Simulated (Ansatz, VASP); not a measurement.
# One calculation of Hf, two programs

```
Hf
1.0
     0.00000    2.22000    2.22000
     2.22000    0.00000    2.22000
     2.22000    2.22000    0.00000
Hf
1
Direct
  0.00000 0.00000 0.00000
```

Alike in both runs: task relaxation of cell and atoms; functional PBEsol-based global hybrid; k mesh 5 × 5 × 5; occupations fermi-dirac, width 0.05 eV; no spin polarisation.

```csv
,VASP,Ansatz
version,VASP 6.6.1,Ansatz 0.2.0
potentials or method,"VASP PAW PBE potentials, release 64 (Hf_pv)",Ansatz PAW
plane-wave cutoff (eV),600,420
valence electrons in the cell,10,26
```

|  | VASP | Ansatz | Ansatz less VASP |
| --- | --- | --- | --- |
| gap on the k mesh at the Fermi level, each at its own relaxed structure (eV) | none | none | - |
| relaxed volume (Å³/atom) | 21.62 | 22.04 | +0.420 |
| relaxed cell length with the largest relative difference (Å) | 3.127 | 3.147 | +0.0201 |

VASP's potentials were made for PBE, not for PBEsol-based global hybrid. A gap of «none» marks a metal or a gap that the smearing closes. VASP's potentials hold 10 valence electrons a cell and Ansatz's 26, so a difference there can come from the potentials and not from the codes.

The k mesh is coarse, so the values compare programs but aren't converged. Spin-orbit coupling is off throughout. Noted on Ansatz's run: the plane-wave basis is chosen anew once the cell has moved, so the energies of steps on either side of that aren't comparable.
